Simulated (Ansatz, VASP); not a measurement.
**Si2Mo: VASP beside Ansatz**

File INCAR:

```
SYSTEM = Si2Mo
PREC = Accurate ; ENCUT = 520
EDIFF = 1E-6 ; ISMEAR = 0
SIGMA = 0.15 ; LREAL = .FALSE.
LASPH = .TRUE. ; NELM = 60
ALGO = Normal ; ISIF = 2
LWAVE = .FALSE. ; LCHARG = .FALSE.
GGA = PE ; NBANDS = 18
```

The input KPOINTS:

```
regular mesh
0
G
  18 18 18
  0 0 0
```

The input POSCAR:

```
Si2Mo
1.0
   -1.6514324432      1.6514324432      3.9366136217
    1.6514324432     -1.6514324432      3.9366136217
    1.6514324432      1.6514324432     -3.9366136217
Si Mo
2 1
Direct
    0.3350971189      0.2981058086     -0.0369913103
    0.6649028811      0.7018941914      0.0369913103
    0.0000000000      0.0000000000      0.0000000000
```

Input for Ansatz:

```yaml
crystal:
  lattice:
    - [-1.6514324432, 1.6514324432, 3.9366136217]
    - [1.6514324432, -1.6514324432, 3.9366136217]
    - [1.6514324432, 1.6514324432, -3.9366136217]
  atoms:
    - { symbol: Si, position: [0.3350971189, 0.2981058086, -0.0369913103] }
    - { symbol: Si, position: [0.6649028811, 0.7018941914, 0.0369913103] }
    - { symbol: Mo, position: [0.0, 0.0, 0.0] }
basis:
  ecutwfc: 420
kpoints:
  mp_grid: { grid: [18, 18, 18] }
hamiltonian:
  xc: pbe
  pseudopotentials: { kind: paw, azcp: { folder: soft_1 } }
scf:
  occupations: { method: gaussian, width: 0.15 }
output:
  forces: true
  stress: true
  eigenvalues: true
```

Change from the starting cell: mode 7 frozen in at -0.119 Å, equal normal strain along x and y +0.0267.

Alike in both runs: task single point; functional PBE; k mesh 18 × 18 × 18; occupations gaussian, width 0.15 eV; no spin polarisation.

```csv
,VASP,Ansatz
version,VASP 6.6.1,Ansatz 0.2.0
potentials or method,"VASP PAW PBE potentials, release 64 (Si, Mo_sv), cutoff 520 eV","scalar-relativistic, plane waves, PAW"
valence electrons in the cell,22,22
```

|  | VASP | Ansatz | Ansatz less VASP |
| --- | --- | --- | --- |
| gap on the k mesh at the Fermi level (eV) | none | none | - |
| pressure (GPa) | -7.5 | -7.6 | -0.12 |
| traceless stress, the component that is largest in VASP (GPa) | 4.65 | 4.66 | +0.011 |
| rms of the force components (eV/Å) | 0.489 | 0.490 | +0.0006 |

Atom by atom the forces differ by 0.001 eV/Å (rms over components). A gap of «none» marks a metal or a gap that the smearing closes. With one functional, cell and mesh, what is left measures potentials, basis and numerics.
